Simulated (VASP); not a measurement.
Hf4N, 5 atoms in the cell. Symmetry: Pm-3m, No. 221, cubic system. Conventional cell: a = 4.509 Å, b = 4.509 Å, c = 4.509 Å, α = 90.00°, β = 90.00°, γ = 90.00°. Hf (site symmetry 4/mmm) has 2 N at 2.25 Å within 3.0 Å. Hf (site symmetry m-3m) has 12 Hf at 3.19 Å and 8 N at 3.91 Å within 4.2 Å. N (site symmetry m-3m) has 6 Hf at 2.25 Å within 3.0 Å. 

```yaml
Program: VASP 6.6.1
Task: single point
Functional: PBE
Potentials_or_basis: VASP PAW PBE potentials, release 64 (Hf_pv, N)
Cutoff: 520 eV
k_mesh: 4 × 4 × 4
Occupations: gaussian, width 0.1 eV
Spin: no spin polarisation
Dipole_correction: no
Further_INCAR_settings: ALGO = Normal; EDIFF = 1e-07; NBANDS = 30
```

Potentials or basis: VASP PAW PBE potentials, release 64 (Hf_pv, N).

Command:

```bash
$ cat potpaw_PBE.64/Hf_pv/POTCAR potpaw_PBE.64/N/POTCAR > POTCAR
$ mpirun -np 1 vasp_std > vasp.out
```

Hardware: 1 thread of Intel(R) Xeon(R) 6975P-C (Granite Rapids) (shared host).

Question: How long does it take, and how much memory?

Answer: Run time: 22 s on 1 thread of Intel(R) Xeon(R) 6975P-C (Granite Rapids) (shared host), peak memory 0.19 GiB. Counts: scf iterations 15, k points 10.
